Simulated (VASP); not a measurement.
# Cs (I4/mmm) in VASP: further runs, part 2 of 2

VASP 6.6.1. The steps go on from the part before.

### Step 5. Single point, PBEsol (strain +0.0100 x Voigt [0, 1, 0, 0, 0, 0])

INCAR

```
PREC = Accurate
ENCUT = 520
EDIFF = 1E-7
ISMEAR = 0
SIGMA = 0.15
LREAL = False
LASPH = True
NELM = 80
ALGO = Fast
ISIF = 2
LWAVE = False
LCHARG = True
GGA = PS
LELF = True
LVHAR = True
NBANDS = 10
```

KPOINTS

```
Automatic mesh
0
Gamma
  12 12 12
```

POSCAR

```
Cs
1.0
   -3.0225000000      3.0527250000      3.0225000000
    3.0225000000     -3.0527250000      3.0225000000
    3.0225000000      3.0527250000     -3.0225000000
Cs
1
Direct
    0.0000000000      0.0000000000      0.0000000000
```

Potentials or basis: VASP PAW PBE potentials, release 64 (Cs_sv).

Run with:

```bash
$ cat potpaw_PBE.64/Cs_sv/POTCAR > POTCAR
$ mpirun -np 1 vasp_std > vasp.out
```

OUTCAR:

```text
PREC = Accurate
   ENCUT = 520
   EDIFF = 1E-7
   ISMEAR = 0
   LREAL = False
   LASPH = True
   NELM = 80
   ISIF = 2
   GGA = PS

 ion  position               nearest neighbor table
   1  0.000  0.000  0.000-

  LATTYP: Found a body centered tetragonal cell.
 ALAT       =     6.0450000000
 C/A-ratio  =     1.0100000000

  Lattice vectors:

 A1 = (  -3.0225000000,  -3.0527250000,   3.0225000000)
 A2 = (   3.0225000000,  -3.0527250000,  -3.0225000000)
 A3 = (   3.0225000000,   3.0527250000,   3.0225000000)

Analysis of symmetry for initial positions (statically):
=====================================================================
 Subroutine PRICEL returns:
 Original cell was already a primitive cell.

 Routine SETGRP: Setting up the symmetry group for a
 body centered tetragonal supercell.

 Subroutine GETGRP returns: Found 16 space group operations
 (whereof 16 operations were pure point group operations)
 out of a pool of 16 trial point group operations.

The static configuration has the point symmetry D_4h.

Analysis of symmetry for dynamics (positions and initial velocities):
=====================================================================
[... 158 lines left out ...]

 val. band max:        0.4138606332   @ k =   0.0833   0.3333   0.0833
 cond. band min:       0.4532245409   @ k =   0.4167  -0.3333   0.1667
 fundamental gap:      0.0393639077
 Fermi energy:         0.4454381287

 k-point     1 :       0.0000    0.0000    0.0000
  band No.  band energies     occupation
      1     -23.3808      2.00000
      2     -10.0953      2.00000
      3     -10.0952      2.00000
      4     -10.0952      2.00000
      5      -1.2666      2.00000
      6       2.9519      0.00000
      7       2.9519      0.00000
      8       2.9941      0.00000
      9       3.8304      0.00000
     10       3.8912      0.00000
[... 287 lines left out ...]
 k-point    24 :       0.4167    0.1667   -0.0000
  band No.  band energies     occupation
      1     -23.3725      2.00000
      2     -10.2355      2.00000
      3     -10.1593      2.00000
      4     -10.1075      2.00000
      5       0.7144      0.01122
      6       1.3269      0.00000
      7       1.9415      0.00000
      8       3.5307      0.00000
      9       4.2702      0.00000
     10       4.6743      0.00000

 [... further k-points ...]
[... 5 lines left out ...]
  --------------------------------------------------------------------------------------
  -------------------------------------------------------------------------------------
  Total       -0.0397226     -0.0409941     -0.0397226      0.0000000      0.0000000      0.0000000
  in kB       -0.5705158     -0.5887781     -0.5705158      0.0000000      0.0000000      0.0000000
  external PRESSURE =      -0.5766032 kB  Pullay stress =       0.0000000 kB

 VOLUME and BASIS-vectors are now :
 -----------------------------------------------------------------------------
  energy-cutoff  :      520.00
  volume of cell :      111.55
      direct lattice vectors                 reciprocal lattice vectors
    -3.022500000  3.052725000  3.022500000     0.000000000  0.163788091  0.165425972
     3.022500000 -3.052725000  3.022500000     0.165425972  0.000000000  0.165425972
     3.022500000  3.052725000 -3.022500000     0.165425972  0.163788091  0.000000000

 POSITION                                       TOTAL-FORCE (eV/Angst)
 -----------------------------------------------------------------------------------
      0.00000      0.00000      0.00000        -0.000000     -0.000000     -0.000000
 -----------------------------------------------------------------------------------
    total drift:                                0.000000     -0.000000     -0.000000

  FREE ENERGIE OF THE ION-ELECTRON SYSTEM (eV)
  ---------------------------------------------------
  free  energy   TOTEN  =        -0.9481923517 eV

  energy  without entropy=       -0.9319633016  energy(sigma->0) =       -0.94007783
```

Run time: 2 min. Hardware: 1 thread of AMD EPYC 9R14 (Zen 4), shared host; peak memory 0.32 GiB.

Results:

- Free energy: -0.9482 eV
- Pressure: -0.1 GPa
- Band gap on the k mesh: zero (an odd number of electrons rules out a gap without spin polarisation)

Caveat: the cell differs from its parent crystal (strain +0.0100 x Voigt [0, 1, 0, 0, 0, 0]); the PAW data sets were made with another functional, which shifts forces and pressure a little; spin-orbit coupling is left out, which moves the levels of the heavy elements.

### Step 6. Single point, PBEsol (strain +0.0200 x Voigt [0, 1, 0, 0, 0, 0])

INCAR

```
ALGO = Fast
EDIFF = 1E-6
ENCUT = 520
GGA = PS
ISIF = 2
ISMEAR = 0
LASPH = T
LCHARG = T
LELF = T
LREAL = F
LVHAR = T
LWAVE = F
NBANDS = 10
NELM = 60
PREC = Accurate
SIGMA = 0.15
```

KPOINTS

```
k-points
0
Gamma
  12 12 12
```

POSCAR

```
Cs
1.0
   -3.0225000000      3.0829500000      3.0225000000
    3.0225000000     -3.0829500000      3.0225000000
    3.0225000000      3.0829500000     -3.0225000000
Cs
1
Direct
    0.0000000000      0.0000000000      0.0000000000
```

Potentials or basis: VASP PAW PBE potentials, release 64 (Cs_sv).

Run with:

```bash
$ cat potpaw_PBE.64/Cs_sv/POTCAR > POTCAR
$ mpirun -np 1 vasp_std > vasp.out
```

OUTCAR:

```text
EDIFF = 1E-6
   ENCUT = 520
   GGA = PS
   ISIF = 2
   ISMEAR = 0
   LASPH = T
   LREAL = F
   NELM = 60
   PREC = Accurate

 ion  position               nearest neighbor table
   1  0.000  0.000  0.000-

  LATTYP: Found a body centered tetragonal cell.
 ALAT       =     6.0450000000
 C/A-ratio  =     1.0200000000

  Lattice vectors:

 A1 = (  -3.0225000000,  -3.0829500000,   3.0225000000)
 A2 = (   3.0225000000,  -3.0829500000,  -3.0225000000)
 A3 = (   3.0225000000,   3.0829500000,   3.0225000000)

Analysis of symmetry for initial positions (statically):
=====================================================================
 Subroutine PRICEL returns:
 Original cell was already a primitive cell.

 Routine SETGRP: Setting up the symmetry group for a
 body centered tetragonal supercell.

 Subroutine GETGRP returns: Found 16 space group operations
 (whereof 16 operations were pure point group operations)
 out of a pool of 16 trial point group operations.

The static configuration has the point symmetry D_4h.

Analysis of symmetry for dynamics (positions and initial velocities):
=====================================================================
 Subroutine PRICEL returns:
 Original cell was already a primitive cell.
[... 158 lines left out ...]
 cond. band min:       0.4311128060   @ k =   0.5000   0.2500   0.0000
 fundamental gap:      0.0186355114
 Fermi energy:         0.4211840130

 k-point     1 :       0.0000    0.0000    0.0000
  band No.  band energies     occupation
      1     -23.4096      2.00000
      2     -10.1260      2.00000
      3     -10.1260      2.00000
      4     -10.1260      2.00000
      5      -1.2807      2.00000
      6       2.9093      0.00000
      7       2.9093      0.00000
      8       2.9921      0.00000
      9       3.7635      0.00000
     10       3.8828      0.00000
[... 287 lines left out ...]
 k-point    24 :       0.4167    0.1667    0.0000
  band No.  band energies     occupation
      1     -23.4018      2.00000
      2     -10.2618      2.00000
      3     -10.1878      2.00000
      4     -10.1376      2.00000
      5       0.6898      0.01133
      6       1.2884      0.00000
      7       1.9268      0.00000
      8       3.4832      0.00000
      9       4.2202      0.00000
     10       4.6246      0.00000

 [... further k-points ...]
[... 5 lines left out ...]
  --------------------------------------------------------------------------------------
  -------------------------------------------------------------------------------------
  Total       -0.0593647     -0.0616018     -0.0593647      0.0000000      0.0000000      0.0000000
  in kB       -0.8442668     -0.8760827     -0.8442668      0.0000000      0.0000000      0.0000000
  external PRESSURE =      -0.8548721 kB  Pullay stress =       0.0000000 kB

 VOLUME and BASIS-vectors are now :
 -----------------------------------------------------------------------------
  energy-cutoff  :      520.00
  volume of cell :      112.66
      direct lattice vectors                 reciprocal lattice vectors
    -3.022500000  3.082950000  3.022500000     0.000000000  0.162182325  0.165425972
     3.022500000 -3.082950000  3.022500000     0.165425972  0.000000000  0.165425972
     3.022500000  3.082950000 -3.022500000     0.165425972  0.162182325  0.000000000

 POSITION                                       TOTAL-FORCE (eV/Angst)
 -----------------------------------------------------------------------------------
      0.00000      0.00000      0.00000         0.000000      0.000000      0.000000
 -----------------------------------------------------------------------------------
    total drift:                               -0.000000     -0.000000     -0.000000

  FREE ENERGIE OF THE ION-ELECTRON SYSTEM (eV)
  ---------------------------------------------------
  free  energy   TOTEN  =        -0.9477644743 eV

  energy  without entropy=       -0.9316094362  energy(sigma->0) =       -0.93968696
```

OSZICAR:

```text
N       E                     dE             d eps       ncg     rms          rms(c)
DAV:   1     0.531818809943E+02    0.53182E+02   -0.29287E+03  3260   0.625E+02
DAV:   2     0.430010362106E+01   -0.48882E+02   -0.47614E+02  4318   0.106E+02
DAV:   3    -0.872348518541E+00   -0.51725E+01   -0.51658E+01  3746   0.408E+01
DAV:   4    -0.947060368954E+00   -0.74712E-01   -0.74698E-01  4224   0.581E+00
DAV:   5    -0.947425822586E+00   -0.36545E-03   -0.36545E-03  4370   0.373E-01    0.129E-01
RMM:   6    -0.947355694770E+00    0.70128E-04   -0.79282E-04  3481   0.146E-01    0.899E-02
RMM:   7    -0.947728724022E+00   -0.37303E-03   -0.31805E-03  3534   0.287E-01    0.312E-02
RMM:   8    -0.947761370617E+00   -0.32647E-04   -0.13618E-04  4626   0.740E-02    0.345E-03
RMM:   9    -0.947764129049E+00   -0.27584E-05   -0.30859E-05  4909   0.274E-02    0.158E-03
RMM:  10    -0.947764474265E+00   -0.34522E-06   -0.42355E-06  4687   0.120E-02
   1 F= -.94776447E+00 E0= -.93968696E+00  d E =-.161550E-01
```

Run time: 99 s. Hardware: 1 thread of AMD EPYC 9R14 (Zen 4), shared host; peak memory 0.32 GiB.

What came out:

- Free energy: -0.9478 eV
- Pressure: -0.1 GPa
- Band gap on the k mesh: zero (an odd number of electrons rules out a gap without spin polarisation)

Levels at points of the mesh, in eV from the Fermi level:
| k point | band 1 | band 2 | band 3 | band 4 | band 5 | band 6 | band 7 | band 8 |
| --- | --- | --- | --- | --- | --- | --- | --- | --- |
| (0.00, 0.00, 0.00) | -23.83 | -10.55 | -10.55 | -10.55 | -1.70 | 2.49 | 2.49 | 2.57 |
| (0.50, 0.00, 0.00) | -23.82 | -10.70 | -10.60 | -10.55 | 0.02 | 0.89 | 1.68 | 3.20 |
| (0.00, 0.50, 0.00) | -23.82 | -10.70 | -10.60 | -10.55 | 0.04 | 0.93 | 1.59 | 3.30 |
| (0.50, 0.50, 0.50) | -23.82 | -10.66 | -10.65 | -10.65 | 0.63 | 0.66 | 2.95 | 3.11 |

Caveat: the cell differs from its parent crystal (strain +0.0200 x Voigt [0, 1, 0, 0, 0, 0]); the PAW data sets were made with another functional, which shifts forces and pressure a little; spin-orbit coupling is left out, which moves the levels of the heavy elements.

### Step 7. Single point, PBEsol (strain +0.0175 x Voigt [0, 1, 0, 0, 0, 0])

INCAR

```
SYSTEM = Cs
PREC = Accurate
ENCUT = 520
EDIFF = 1E-7
ISMEAR = 0
SIGMA = 0.15
LREAL = .False.
LASPH = .True.
NELM = 100
ALGO = Fast
ISIF = 2
LWAVE = .False.
LCHARG = .True.
GGA = PS
LELF = .True.
LVHAR = .True.
NBANDS = 10
```

KPOINTS

```
regular mesh
0
Gamma
  12 12 12
  0 0 0
```

POSCAR

```
Cs
1.0
   -3.0225000000      3.0753937500      3.0225000000
    3.0225000000     -3.0753937500      3.0225000000
    3.0225000000      3.0753937500     -3.0225000000
Cs
1
Direct
    0.0000000000      0.0000000000      0.0000000000
```

Run with:

```bash
$ cat potpaw_PBE.64/Cs_sv/POTCAR > POTCAR
$ mpirun -np 1 vasp_std > vasp.out
```

Run time: 2 min. Hardware: 1 thread of AMD EPYC 9R14 (Zen 4), shared host; peak memory 0.32 GiB.

The run converged. Its results:

| Item | Value |
| --- | --- |
| Free energy | -0.9479 eV |
| Pressure | -0.1 GPa |
| Band gap on the k mesh | zero (an odd number of electrons rules out a gap without spin polarisation) |

Levels at points of the mesh, in eV from the Fermi level:
```csv
k point,band 2,band 3,band 4,band 5,band 6,band 7
"(0.00, 0.00, 0.00)",-10.55,-10.55,-10.55,-1.70,2.49,2.49
"(0.50, 0.00, 0.00)",-10.70,-10.60,-10.55,0.02,0.89,1.67
"(0.00, 0.50, 0.00)",-10.70,-10.60,-10.55,0.04,0.93,1.60
"(0.50, 0.50, 0.50)",-10.66,-10.65,-10.65,0.63,0.66,2.97
```

Caveat: the cell differs from its parent crystal (strain +0.0175 x Voigt [0, 1, 0, 0, 0, 0]); the PAW data sets were made with another functional, which shifts forces and pressure a little; spin-orbit coupling is left out, which moves the levels of the heavy elements.

### Step 8. The runs side by side

```csv
cell,further INCAR settings,gap on the mesh (eV),pressure (GPa)
"a = 5.226 Å, angles 109.3, 109.7, 109.3°, 1 atom",ALGO = Fast; EDIFF = 1e-06; NBANDS = 10,none,0.0
"a = 5.244 Å, angles 109.6, 109.2, 109.6°, 1 atom",ALGO = Fast; EDIFF = 1e-07; NBANDS = 10,none,0.0
"a = 5.261 Å, angles 109.9, 108.7, 109.9°, 1 atom",ALGO = Fast; EDIFF = 1e-06; NBANDS = 10,none,-0.1
"a = 5.253 Å, angles 109.7, 108.9, 109.7°, 1 atom",ALGO = Fast; EDIFF = 1e-07; NBANDS = 10,none,-0.1
"a = 5.270 Å, angles 110.0, 108.4, 110.0°, 1 atom",ALGO = Fast; EDIFF = 1e-06; NBANDS = 10,none,-0.1
"a = 5.266 Å, angles 109.9, 108.5, 109.9°, 1 atom",ALGO = Fast; EDIFF = 1e-07; NBANDS = 10,none,-0.1
```

Alike in all rows: task single point; level PBEsol; potentials or basis VASP PAW PBE potentials, release 64 (Cs_sv); no spin polarisation; k mesh 12 × 12 × 12; cutoff (eV) 520; smearing gaussian 0.15 eV.

Caveats: the PAW data sets were made with another functional, which shifts forces and pressure a little; spin-orbit coupling is left out, which moves the levels of the heavy elements.

Absolute energies hang on the potentials; compare differences alone.
